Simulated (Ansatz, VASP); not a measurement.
# SrTiO3 in VASP and in Ansatz

Contents of INCAR:

```
ALGO = Normal
EDIFF = 1E-6
ENCUT = 520
GGA = PE
ISIF = 2
ISMEAR = 0
LASPH = True
LCHARG = False
LREAL = False
LWAVE = False
NBANDS = 28
NELM = 60
PREC = Accurate
SIGMA = 0.02
```

KPOINTS

```
k-points
0
Gamma
  8 8 8
```

Contents of POSCAR:

```
SrTiO3
1.0
    3.8966397416      0.0000000000      0.0000000000
    0.0000000000      3.8966397416      0.0000000000
    0.0000000000      0.0000000000      3.8966397416
Sr Ti O
1 1 3
Direct
    0.5000000000      0.5000000000      0.5000000000
    0.0000000000      0.0000000000      0.0000000000
    0.5000000000      0.0000000000      0.0000000000
    0.0000000000      0.5000000000      0.0000000000
    0.0000000000      0.0000000000      0.5000000000
```

Input for Ansatz:

```yaml
crystal:
  lattice:
    - [3.8966397421, 0.0, 0.0]
    - [0.0, 3.8966397421, 0.0]
    - [0.0, 0.0, 3.8966397421]
  atoms:
    - { symbol: Sr, position: [0.5, 0.5, 0.5] }
    - { symbol: Ti, position: [0.0, 0.0, 0.0] }
    - { symbol: O, position: [0.5, 0.0, 0.0] }
    - { symbol: O, position: [0.0, 0.5, 0.0] }
    - { symbol: O, position: [0.0, 0.0, 0.5] }
basis:
  ecutwfc: 420
kpoints:
  mp_grid: { grid: [8, 8, 8] }
hamiltonian:
  xc: pbe
scf:
  occupations: { method: gaussian, width: 0.02 }
output:
  forces: true
  stress: true
  eigenvalues: true
```

Alike in both runs: task single point; functional PBE; k mesh 8 × 8 × 8; occupations gaussian, width 0.02 eV; no spin polarisation.

|  | VASP | Ansatz |
| --- | --- | --- |
| version | VASP 6.6.1 | Ansatz 0.2.0 |
| potentials or method | VASP PAW PBE potentials, release 64 (Sr_sv, Ti_sv, O), cutoff 520 eV | scalar-relativistic, plane waves, PAW |
| valence electrons in the cell | 40 | 40 |

```tsv
	VASP	Ansatz	Ansatz less VASP
gap on the k mesh at the Fermi level (eV)	1.87	1.90	+0.032
least direct gap on the mesh (eV)	2.22	2.24	+0.021
pressure (GPa)	6.2	5.6	-0.66
```

The functional is the same, so the differences come from potentials, cutoffs and numerics.
